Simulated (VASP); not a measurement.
Set up this calculation in VASP 6.6.1, as the native input.

| Quantity | Value |
| --- | --- |
| Task | single point |
| Functional | PBE |
| Potentials or basis | VASP PAW PBE potentials, release 64 (C) |
| Cutoff | 520 eV |
| k mesh | 11 × 11 × 11 |
| Occupations | tetrahedron |
| Spin | no spin polarisation |
| Dipole correction | no |
| Further INCAR settings | ALGO = Normal; EDIFF = 1e-07; NBANDS = 11 |

The structure of C lies in POSCAR:

```
C
1.0
    0.0000000000      2.1270000000      3.3480000000
    1.2280000000      0.0000000000      3.3480000000
    1.2280000000      2.1270000000      0.0000000000
C
2
Direct
    0.1666700000      0.8333300000      0.1666700000
    0.8333300000      0.1666700000      0.8333300000
```

The input as run:

INCAR

```
PREC     = Accurate       # precision mode
ENCUT    = 520            # plane-wave cutoff, eV
EDIFF    = 1E-7           # SCF threshold, eV
ISMEAR   = -5             # smearing method
SIGMA    = 0.1            # smearing width, eV
LREAL    = False          # projectors in reciprocal space
LASPH    = True           # aspherical terms in the spheres
NELM     = 100            # most SCF steps
ALGO     = Normal         # electronic algorithm
ISIF     = 2              # what is computed and relaxed
LWAVE    = False          # write WAVECAR
LCHARG   = False          # write CHGCAR
GGA      = PE             # functional
NBANDS   = 11             # bands
```

KPOINTS

```
Automatic mesh
0
Gamma
  11 11 11
```

Potentials or basis: VASP PAW PBE potentials, release 64 (C).

The run is started by

```bash
$ cat potpaw_PBE.64/C/POTCAR > POTCAR
$ mpirun -np 1 vasp_std > vasp.out
```

Results of the run:

```yaml
Pressure: 5.1 GPa
Largest_force: 0.037 eV/Å
Band_gap_on_the_k_mesh: 0.69 eV, indirect (least direct gap 0.82 eV)
```

Wall time 55 s on 1 thread of Intel Xeon 8259CL (shared host), peak memory 0.16 GiB.
